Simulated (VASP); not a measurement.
Mo:

```
CELL_PARAMETERS angstrom
2.80000 0.00000 0.00000
-1.40000 2.42487 0.00000
0.00000 0.00000 4.57240
ATOMIC_POSITIONS crystal
Mo 0.33333 0.66667 0.25000
Mo 0.66667 0.33333 0.75000
```

This isn't the form of Mo at room conditions, which is bcc.

```yaml
Program: VASP 6.6.1
Task: relaxation of cell and atoms
Functional: PBE
Potentials_or_basis: VASP PAW PBE potentials, release 64 (Mo_sv)
Cutoff: 600 eV
k_mesh: 9 × 9 × 5
Occupations: gaussian, width 0.05 eV
Spin: no spin polarisation
```

At the start: pressure 7.9 GPa; volume 15.52 Å³/atom.

Where does the relaxation end?

Over 12 steps the energy falls by 44.7 meV/atom and the volume is 16.08 Å³/atom (+3.6 %); space group P6_3/mmc (No. 194, to 0.1 Å) before and after.

The path:
| step | energy change (eV) | largest force (eV/Å) | pressure (GPa) | volume (Å³) |
| --- | --- | --- | --- | --- |
| 1 | 0.0000 | 0.0000 | 7.86 | 31.04 |
| 2 | 0.0859 | 0.0000 | -15.48 | 34.59 |
| 3 | -0.0285 | 0.0000 | -1.10 | 32.18 |
| 4 | -0.0624 | 0.0000 | -1.52 | 32.28 |
| 5 | -0.0518 | 0.0000 | -0.48 | 32.48 |
| 6 | -0.0879 | 0.0000 | -1.72 | 32.39 |
| 7 | -0.0880 | 0.0000 | -1.71 | 32.39 |
| 8 | -0.0784 | 0.0000 | 5.13 | 31.51 |
| 9 | -0.0892 | 0.0000 | -0.09 | 32.17 |
| 10 | -0.0892 | 0.0000 | -0.05 | 32.17 |
| 11 | -0.0893 | 0.0000 | 0.07 | 32.14 |
| 12 | -0.0893 | 0.0000 | 0.02 | 32.15 |

Final structure:
```
CELL_PARAMETERS angstrom
2.76114 0.00000 0.00000
-1.38057 2.39122 0.00000
0.00000 0.00000 4.86992
ATOMIC_POSITIONS crystal
Mo 0.33333 0.66667 0.25000
Mo 0.66667 0.33333 0.75000
```
